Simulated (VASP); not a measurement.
# ZrC (Fm-3m) in VASP: a series of runs

Aim: see how the results for ZrC move with the level of theory and the settings. Levels: PBE, r2SCAN. Tasks: single point.

All numbers are computed with VASP 6.6.1; they aren't measurements. Logs are shortened: lines on timing, memory, paths and dates and some standing lists are left out, and cuts for length are marked.

### Step 1. The cell of the first run

Symmetry: Fm-3m, No. 225, cubic system. The conventional cell has a = 4.801 Å, b = 4.801 Å, c = 4.801 Å, α = 90.00°, β = 90.00°, γ = 90.00°. Within 3.2 Å of Zr (site symmetry m-3m) lie 6 C at 2.40 Å. Within 3.2 Å of C (site symmetry m-3m) lie 6 Zr at 2.40 Å.

### Step 2. Single point, PBE (13.83 Å³/atom)

File INCAR:

```
PREC = Accurate
ENCUT = 520
EDIFF = 1E-6
ISMEAR = 0
SIGMA = 0.1
LREAL = False
LASPH = True
NELM = 60
ALGO = Normal
ISIF = 2
LWAVE = False
LCHARG = False
GGA = PE
NBANDS = 15
```

File KPOINTS:

```
regular mesh
0
Gamma
  20 20 20
```

File POSCAR:

```
ZrC
1.0
    0.0000000000      2.4004956810      2.4004956810
    2.4004956810      0.0000000000      2.4004956810
    2.4004956810      2.4004956810      0.0000000000
Zr C
1 1
Direct
    0.5000000000      0.5000000000      0.5000000000
    0.0000000000      0.0000000000      0.0000000000
```

Potentials or basis: VASP PAW PBE potentials, release 64 (Zr_sv, C).

Launch:

```sh
cat potpaw_PBE.64/Zr_sv/POTCAR potpaw_PBE.64/C/POTCAR > POTCAR
mpirun -np 1 vasp_std > vasp.out
```

OUTCAR:

```text
PREC = Accurate
   ENCUT = 520
   EDIFF = 1E-6
   ISMEAR = 0
   LREAL = False
   LASPH = True
   NELM = 60
   ISIF = 2
   GGA = PE

 ion  position               nearest neighbor table
   1  0.500  0.500  0.500-   2 2.40   2 2.40   2 2.40   2 2.40   2 2.40   2 2.40
   2  0.000  0.000  0.000-   1 2.40   1 2.40   1 2.40   1 2.40   1 2.40   1 2.40

  LATTYP: Found a face centered cubic cell.
 ALAT       =     4.8009913620

  Lattice vectors:

 A1 = (   0.0000000000,   2.4004956810,   2.4004956810)
 A2 = (   2.4004956810,   0.0000000000,   2.4004956810)
 A3 = (   2.4004956810,   2.4004956810,   0.0000000000)

Analysis of symmetry for initial positions (statically):
=====================================================================
 Subroutine PRICEL returns:
 Original cell was already a primitive cell.

 Routine SETGRP: Setting up the symmetry group for a
 face centered cubic supercell.

 Subroutine GETGRP returns: Found 48 space group operations
 (whereof 48 operations were pure point group operations)
 out of a pool of 48 trial point group operations.

The static configuration has the point symmetry O_h .

Analysis of symmetry for dynamics (positions and initial velocities):
=====================================================================
 Subroutine PRICEL returns:
 Original cell was already a primitive cell.

 Routine SETGRP: Setting up the symmetry group for a
 face centered cubic supercell.

 Subroutine GETGRP returns: Found 48 space group operations
 (whereof 48 operations were pure point group operations)
 out of a pool of 48 trial point group operations.

The dynamic configuration has the point symmetry O_h .

 Subroutine INISYM returns: Found 48 space group operations
 (whereof 48 operations are pure point group operations),
 and found     1 'primitive' translations

----------------------------------------------------------------------------------------

                                     Primitive cell

  volume of cell :      27.6651

  direct lattice vectors                    reciprocal lattice vectors
     0.000000000  2.400495681  2.400495681    -0.208290314  0.208290314  0.208290314
     2.400495681  0.000000000  2.400495681     0.208290314 -0.208290314  0.208290314
     2.400495681  2.400495681  0.000000000     0.208290314  0.208290314 -0.208290314

  length of vectors
     3.394813548  3.394813548  3.394813548     0.360769407  0.360769407  0.360769407

  position of ions in fractional coordinates (direct lattice)
     0.500000000  0.500000000  0.500000000
     0.000000000  0.000000000  0.000000000

  ion indices of the primitive-cell ions
   primitive index   ion index
                 1           1
                 2           2

----------------------------------------------------------------------------------------

 KPOINTS: regular mesh

Automatic generation of k-mesh.
 Grid dimensions read from file:
 generate k-points for:   20   20   20

 Generating k-lattice:

  Cartesian coordinates                     Fractional coordinates (reciprocal lattice)
    -0.010414516  0.010414516  0.010414516     0.050000000  0.000000000  0.000000000
     0.010414516 -0.010414516  0.010414516     0.000000000  0.050000000  0.000000000
     0.010414516  0.010414516 -0.010414516     0.000000000  0.000000000  0.050000000

  Length of vectors
     0.018038470  0.018038470  0.018038470

  Shift w.r.t. Gamma in fractional coordinates (k-lattice)
     0.000000000  0.000000000  0.000000000

 Subroutine IBZKPT returns following result:
 ===========================================

 Found    256 irreducible k-points:

 Following reciprocal coordinates:
            Coordinates               Weight
  0.000000  0.000000  0.000000      1.000000
  0.050000  0.000000  0.000000      8.000000
  0.100000  0.000000  0.000000      8.000000
  0.150000  0.000000  0.000000      8.000000
  0.200000  0.000000  0.000000      8.000000
  0.250000  0.000000  0.000000      8.000000
[... 16 lines left out ...]
 -0.400000  0.050000  0.000000     24.000000
 -0.350000  0.050000  0.000000     24.000000
 [... further k-points ...]
   k-points           NKPTS =    256   k-points in BZ     NKDIM =    256   number of bands    NBANDS=     15
   number of dos      NEDOS =    301   number of ions     NIONS =      2
   total plane-waves  NPLWV =  21952
   dimension x,y,z NGX =    28 NGY =   28 NGZ =   28
   dimension x,y,z NGXF=    56 NGYF=   56 NGZF=   56
   ions per type =               1   1
   NGX,Y,Z   is equivalent  to a cutoff of  13.71, 13.71, 13.71 a.u.
   NGXF,Y,Z  is equivalent  to a cutoff of  27.42, 27.42, 27.42 a.u.
 SYSTEM =  unknown system
   PREC   = accura    normal or accurate (medium, high low for compatibility)
   ISTART =      0    job   : 0-new  1-cont  2-samecut
   ICHARG =      2    charge: 1-file 2-atom 10-const
   ISPIN  =      1    spin polarized calculation?
   LNONCOLLINEAR =      F non collinear calculations
   LSORBIT =      F    spin-orbit coupling
   LASPH  =      T    aspherical Exc in radial PAW
   ENCUT  =  520.0 eV  38.22 Ry    6.18 a.u.   6.31  6.31  6.31*2*pi/ulx,y,z
   NELM   =     60;   NELMIN=  2; NELMDL= -5     # of ELM steps
   EDIFF  = 0.1E-05   stopping-criterion for ELM
   LREAL  =      F    real-space projection
   EDIFFG = 0.1E-04   stopping-criterion for IOM
   NSW    =      0    number of steps for IOM
   IBRION =     -1    ionic relax: 0-MD 1-quasi-New 2-CG
   NFREE  =      0    steps in history (QN), initial steepest desc. (CG)
   ISIF   =      2    stress and relaxation
   ISYM   =      2    0-nonsym 1-usesym 2-fastsym
   POTIM  = 0.5000    time-step for ionic-motion
   TEBEG  =    0.0;   TEEND  =   0.0 temperature during run
   PSTRESS=    0.0 pullay stress
   NELECT =      16.0000    total number of electrons
   NUPDOWN=      -1.0000    fix difference up-down
   EMIN   =  10.00;   EMAX   =-10.00  energy-range for DOS
   EFERMI =   0.00;   METHOD = LEGACY
   ISMEAR =     0;   SIGMA  =   0.10  broadening in eV -4-tet -1-fermi 0-gaus
   EFERMI_NEDOS =   21; number of points for ismear=-14 and -15
   IALGO  =     38    algorithm
   IMIX   =      4    mixing-type and parameters
     AMIX     =   0.40;   BMIX     =  1.00
     AMIX_MAG =   1.60;   BMIX_MAG =  1.00
  volume/ion in A,a.u.               =      13.83        93.35
  Fermi-wavevector in a.u.,A,eV,Ry     =   1.363967  2.577524 25.312364  1.860406
  Thomas-Fermi vector in A             =   2.490324
   LORBIT       =      0    0 simple, 1 ext, 2 COOP (PROOUT), +10 PAW based schemes
   GGA     = PE    functional components
   LHFCALC =     F    Hartree Fock is set to
   AEXX    =    0.0000 exact exchange contribution
   IVDW    =     0    specifies the selected vdW correction
   LEPSILON=     F    determine dielectric tensor
   LRPA    =     F    only Hartree local field effects (RPA)
 non-spin polarized calculation
 Gauss-broadening in eV      SIGMA  =   0.10
  energy-cutoff  :      520.00
  volume of cell :       27.67
 maximum number of plane-waves:       763
 NGX is ok and might be reduce to    28
   NGX = 13   NGY = 13   NGZ = 13

 number of electron      16.0000000 magnetization

 Free energy of the ion-electron system (eV)
  ---------------------------------------------------
  ext. energy  EPLUGINS =         0.00000000
  ---------------------------------------------------
  free energy    TOTEN  =       -19.40690402 eV

  energy without entropy =      -19.40557322  energy(sigma->0) =      -19.40623862

 E-fermi :   8.9121     XC(G=0): -11.8227

 val. band max:        8.9007816404   @ k =   0.5000   0.5000   0.0000
 cond. band min:       8.9507488121   @ k =   0.5000   0.4500   0.0000
 fundamental gap:      0.0499671718
 Fermi energy:         8.9120743341

 k-point     1 :       0.0000    0.0000    0.0000
  band No.  band energies     occupation
      1     -39.4580      2.00000
      2     -17.2035      2.00000
      3     -17.2035      2.00000
      4     -17.2035      2.00000
      5      -2.1782      2.00000
      6       9.8172      0.00000
      7       9.8172      0.00000
      8       9.8172      0.00000
      9       9.9641      0.00000
     10       9.9641      0.00000
     11       9.9641      0.00000
     12      11.5261      0.00000
     13      11.5261      0.00000
     14      15.4991      0.00000
     15      19.2394      0.00000

 k-point     2 :       0.0500    0.0000    0.0000
  band No.  band energies     occupation
      1     -39.4562      2.00000
      2     -17.2211      2.00000
      3     -17.2051      2.00000
      4     -17.2051      2.00000
      5      -2.1268      2.00000
      6       9.2755      0.00000
      7       9.4390      0.00000
      8       9.4390      0.00000
      9      10.1210      0.00000
     10      10.1210      0.00000
     11      10.3721      0.00000
     12      11.8560      0.00000
     13      11.8560      0.00000
     14      15.6287      0.00000
     15      19.3832      0.00000

 k-point     3 :       0.1000    0.0000    0.0000
  band No.  band energies     occupation
      1     -39.4509      2.00000
      2     -17.2718      2.00000
      3     -17.2098      2.00000
      4     -17.2098      2.00000
      5      -1.9757      2.00000
      6       8.5670      2.00000
      7       8.8605      1.53430
      8       8.8605      1.53430
      9      10.3091      0.00000
     10      10.3091      0.00000
     11      10.7195      0.00000
     12      12.5687      0.00000
     13      12.5687      0.00000
     14      15.9815      0.00000
     15      19.7902      0.00000
[... 343 lines left out ...]
 k-point    23 :      -0.4000    0.0500    0.0000
  band No.  band energies     occupation
      1     -39.3868      2.00000
      2     -17.8292      2.00000
      3     -17.2809      2.00000
      4     -17.2618      2.00000
      5       0.2814      2.00000
      6       4.2580      2.00000
      7       6.2710      2.00000
      8       6.3677      2.00000
      9      12.6087      0.00000
     10      12.6650      0.00000
     11      13.3262      0.00000
     12      16.1005      0.00000
     13      17.4450      0.00000
     14      18.0840      0.00000
     15      21.9300      0.00000

 k-point    24 :      -0.3500    0.0500    0.0000
  band No.  band energies     occupation
      1     -39.3942      2.00000
      2     -17.7673      2.00000
      3     -17.2768      2.00000
      4     -17.2528      2.00000
      5      -0.0689      2.00000
      6       4.7295      2.00000
      7       6.4311      2.00000
      8       6.5850      2.00000
      9      12.1727      0.00000
     10      12.2329      0.00000
     11      12.9318      0.00000
     12      16.4728      0.00000
     13      17.0235      0.00000
     14      17.5695      0.00000
     15      22.2803      0.00000

 [... further k-points ...]

------------------------ aborting loop because EDIFF is reached ----------------------------------------

  FORCE on cell =-STRESS in cart. coord.  units (eV):
  Direction    XX          YY          ZZ          XY          YZ          ZX
  --------------------------------------------------------------------------------------
  -------------------------------------------------------------------------------------
  Total       -1.9487926     -1.9487926     -1.9487926      0.0000000      0.0000000      0.0000000
  in kB     -112.8608753   -112.8608753   -112.8608753      0.0000000      0.0000000      0.0000000
  external PRESSURE =    -112.8608753 kB  Pullay stress =       0.0000000 kB

 VOLUME and BASIS-vectors are now :
 -----------------------------------------------------------------------------
  energy-cutoff  :      520.00
  volume of cell :       27.67
      direct lattice vectors                 reciprocal lattice vectors
     0.000000000  2.400495681  2.400495681    -0.208290314  0.208290314  0.208290314
     2.400495681  0.000000000  2.400495681     0.208290314 -0.208290314  0.208290314
     2.400495681  2.400495681  0.000000000     0.208290314  0.208290314 -0.208290314

 POSITION                                       TOTAL-FORCE (eV/Angst)
 -----------------------------------------------------------------------------------
      2.40050      2.40050      2.40050        -0.000000     -0.000000     -0.000000
      0.00000      0.00000      0.00000         0.000000      0.000000      0.000000
 -----------------------------------------------------------------------------------
    total drift:                                0.000000      0.000000      0.000000

  FREE ENERGIE OF THE ION-ELECTRON SYSTEM (eV)
  ---------------------------------------------------
  free  energy   TOTEN  =       -19.4069040155 eV

  energy  without entropy=      -19.4055732240  energy(sigma->0) =      -19.40623862
```

Run time: 3.5 min. Hardware: 1 thread of AMD EPYC 7R43 (Zen 3), shared host; peak memory 0.2 GiB.

Results:

```
Free energy            : -19.4069 eV
Pressure               : -11.3 GPa
Band gap on the k mesh : zero (bands 8 and 9 overlap by 1.28 eV)
```

Caveat: the cell stands under tension.

### Step 3. Single point, PBE (14.35 Å³/atom)

This run uses another cell than the first one, of 14.35 Å³/atom.

File INCAR:

```
ALGO = Normal ; EDIFF = 1E-7
ENCUT = 520 ; GGA = PE
ISIF = 2 ; ISMEAR = 0
LASPH = T ; LCHARG = T
LELF = T ; LREAL = F
LVHAR = T ; LWAVE = F
NBANDS = 15 ; NELM = 60
PREC = Accurate ; SIGMA = 0.1
```

File KPOINTS:

```
k-points
0
Gamma
  20 20 20
```

File POSCAR:

```
ZrC
1.0
    0.0000000000      2.4303185525      2.4303185525
    2.4303185525      0.0000000000      2.4303185525
    2.4303185525      2.4303185525      0.0000000000
Zr C
1 1
Direct
    0.5000000000      0.5000000000      0.5000000000
    0.0000000000      0.0000000000      0.0000000000
```

Potentials or basis: VASP PAW PBE potentials, release 64 (Zr_sv, C).

Launch:

```sh
cat potpaw_PBE.64/Zr_sv/POTCAR potpaw_PBE.64/C/POTCAR > POTCAR
mpirun -np 1 vasp_std > vasp.out
```

Run time: 3.7 min. Hardware: 1 thread of AMD EPYC 7R43 (Zen 3), shared host; peak memory 0.21 GiB.

Results (log left out):

```yaml
Free_energy: -19.3139 eV
Pressure: -17.3 GPa
Band_gap_on_the_k_mesh: zero (bands 8 and 9 overlap by 1.26 eV)
```

Levels at points of the mesh, in eV from the Fermi level:
```tsv
k point	band 5	band 6	band 7	band 8	band 9	band 10	band 11	band 12
(0.00, 0.00, 0.00)	-10.95	0.90	0.90	0.90	1.03	1.03	1.03	2.51
(0.50, 0.00, 0.00)	-8.34	-4.92	-2.63	-2.63	3.96	3.96	4.71	6.08
(0.50, 0.50, 0.00)	-9.75	-2.18	-1.48	-0.04	-0.04	3.92	4.95	4.95
```

Caveat: the cell stands under tension.

### Step 4. Single point, r2SCAN

This run uses another cell than the first one, of 13.05 Å³/atom.

File POSCAR:

```
ZrC
1.0
    0.0000000000      2.3543208051      2.3543208051
    2.3543208051      0.0000000000      2.3543208051
    2.3543208051      2.3543208051      0.0000000000
Zr C
1 1
Direct
    0.5000000000      0.5000000000      0.5000000000
    0.0000000000      0.0000000000      0.0000000000
```

File INCAR.step1:

```
SYSTEM = ZrC
PREC = Accurate ; ENCUT = 520
ISMEAR = 0 ; SIGMA = 0.1
LREAL = .FALSE. ; LASPH = .TRUE.
NELM = 100 ; NBANDS = 15
GGA = PE ; ALGO = Normal
EDIFF = 1E-4 ; LWAVE = .TRUE.
LCHARG = .FALSE.
```

File INCAR.step2:

```
SYSTEM = ZrC
PREC = Accurate ; ENCUT = 520
EDIFF = 1E-6 ; ISMEAR = 0
SIGMA = 0.1 ; LREAL = .FALSE.
LASPH = .TRUE. ; NELM = 100
ALGO = Normal ; ISIF = 2
LWAVE = .FALSE. ; LCHARG = .FALSE.
METAGGA = R2SCAN ; LMIXTAU = .TRUE.
NBANDS = 15 ; ISTART = 1
```

File KPOINTS:

```
regular mesh
0
G
  20 20 20
  0 0 0
```

Launch:

```sh
cat potpaw_PBE.64/Zr_sv/POTCAR potpaw_PBE.64/C/POTCAR > POTCAR
cp INCAR.step1 INCAR
mpirun -np 1 vasp_std > vasp.out
cp INCAR.step2 INCAR
mpirun -np 1 vasp_std > vasp.out
```

Wall time 13 min (1 thread of AMD EPYC 7R43 (Zen 3), shared host); peak memory 0.21 GiB.

Results (log left out):

- Free energy: -34.7252 eV
- Pressure: 0.6 GPa
- Band gap on the k mesh: zero (bands 8 and 9 overlap by 1.32 eV)

Levels at points of the mesh, in eV from the Fermi level:
| k point | band 5 | band 6 | band 7 | band 8 | band 9 | band 10 | band 11 | band 12 |
| --- | --- | --- | --- | --- | --- | --- | --- | --- |
| (0.00, 0.00, 0.00) | -12.04 | 0.90 | 0.90 | 0.90 | 1.29 | 1.29 | 1.29 | 2.93 |
| (0.50, 0.00, 0.00) | -8.96 | -5.48 | -3.11 | -3.11 | 4.76 | 4.76 | 5.66 | 6.93 |
| (0.50, 0.50, 0.00) | -10.90 | -2.24 | -1.64 | -0.02 | -0.02 | 4.57 | 5.92 | 5.92 |

Caveat: the PAW data sets were made with another functional, which shifts forces and pressure a little.

### Step 5. Summary

```tsv
level	cell	gap on the mesh (eV)	pressure (GPa)
PBE	a = 3.395 Å, angles 60.0°, 2 atoms	none	-11.3
PBE	a = 3.437 Å, angles 60.0°, 2 atoms	none	-17.3
r2SCAN	a = 3.330 Å, angles 60.0°, 2 atoms	none	0.6
```

Alike in all rows: task single point; potentials or basis VASP PAW PBE potentials, release 64 (Zr_sv, C); no spin polarisation; k mesh 20 × 20 × 20; cutoff (eV) 520; smearing gaussian 0.1 eV.

Caveats: the cell stands under tension (at least some runs); the PAW data sets were made with another functional, which shifts forces and pressure a little (at least some runs).

Absolute energies hang on the potentials; compare differences alone.

The gap in the log of VASP goes by the Fermi energy; the results here count the filled bands.